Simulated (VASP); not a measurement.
Here is a VASP 6.6.1 calculation.

Contents of INCAR:

```
PREC = Accurate
ENCUT = 520
EDIFF = 1E-7
ISMEAR = -1
SIGMA = 0.05
LREAL = False
LASPH = True
NELM = 150
ALGO = Normal
ISIF = 2
LWAVE = False
LCHARG = True
ISPIN = 2
MAGMOM = 5.5 5.5 0 0 0 0
LORBIT = 11
LMAXMIX = 4
GGA = PS
LELF = True
LVHAR = True
NBANDS = 40
```

Contents of KPOINTS:

```
Automatic mesh
0
Gamma
  6 6 8
```

File POSCAR:

```
MnF2
1.0
    4.8738000000      0.0000000000      0.0000000000
    0.0000000000      4.8738000000      0.0000000000
    0.0000000000      0.0000000000      3.3107000000
Mn F
2 4
Direct
    0.5000000000      0.5000000000      0.5000000000
    0.0000000000      0.0000000000      0.0000000000
    0.8053000000      0.1947000000      0.5000000000
    0.6947000000      0.6947000000      0.0000000000
    0.1947000000      0.8053000000      0.5000000000
    0.3053000000      0.3053000000      0.0000000000
```

Potentials or basis: VASP PAW PBE potentials, release 64 (Mn_pv, F).

The run is started by

```bash
$ cat potpaw_PBE.64/Mn_pv/POTCAR potpaw_PBE.64/F/POTCAR > POTCAR
$ mpirun -np 1 vasp_std > vasp.out
```

Task: What does it give for the site moments?

Result: Mn +4.58; F +0.09 μB.

Task: Predict the band gap on the k mesh.

Result: 0.94 eV.

Task: Estimate the net moment.

Result: 10.00 μB per cell.

Task: What does it give for the pressure?

Result: -0.6 GPa.

Stress tensor (GPa, compression positive):
```
-0.54  0.00  0.00
 0.00 -0.54  0.00
 0.00  0.00 -0.82
```

Caveat: the PAW data sets were made with another functional, which shifts forces and pressure a little; the run started ferromagnetic, and an antiferromagnetic order may lie lower in energy. A k mesh can miss the band edges.
